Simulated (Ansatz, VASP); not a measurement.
# Zn5S in VASP and in Ansatz

```
CELL_PARAMETERS angstrom
7.97319 0.00000 0.00000
0.00000 7.97319 0.00000
0.00000 0.00000 9.07072
ATOMIC_POSITIONS crystal
Zn 0.50000 0.50000 0.73730
Zn 0.50000 0.50000 0.26270
Zn 0.00000 0.50000 0.50000
Zn 0.50000 0.00000 0.50000
Zn 0.50000 0.50000 0.00000
S 0.50000 0.50000 0.50000
```

Alike in both runs: functional PBE; k mesh 8 × 8 × 4; occupations gaussian, width 0.1 eV; no spin polarisation.

Ansatz relaxed the structure, and its values are those at the end. VASP's run is a single point on that final structure, the one shown.

|  | VASP | Ansatz |
| --- | --- | --- |
| version | VASP 6.6.1 | Ansatz 0.2.0 |
| potentials or method | VASP PAW PBE potentials, release 64 (Zn, S), cutoff 520 eV | scalar-relativistic, plane waves, PAW |
| valence electrons in the cell | 66 | 66 |

```tsv
	VASP	Ansatz	Ansatz less VASP
gap on the k mesh at the Fermi level (eV)	1.86	1.86	-0.006
least direct gap on the mesh (eV)	1.87	1.86	-0.006
pressure (GPa)	0.1	0.0	-0.03
rms of the force components (eV/Å)	0.006	0.001	-0.0048
```

With one functional, cell and mesh, what is left measures potentials, basis and numerics.
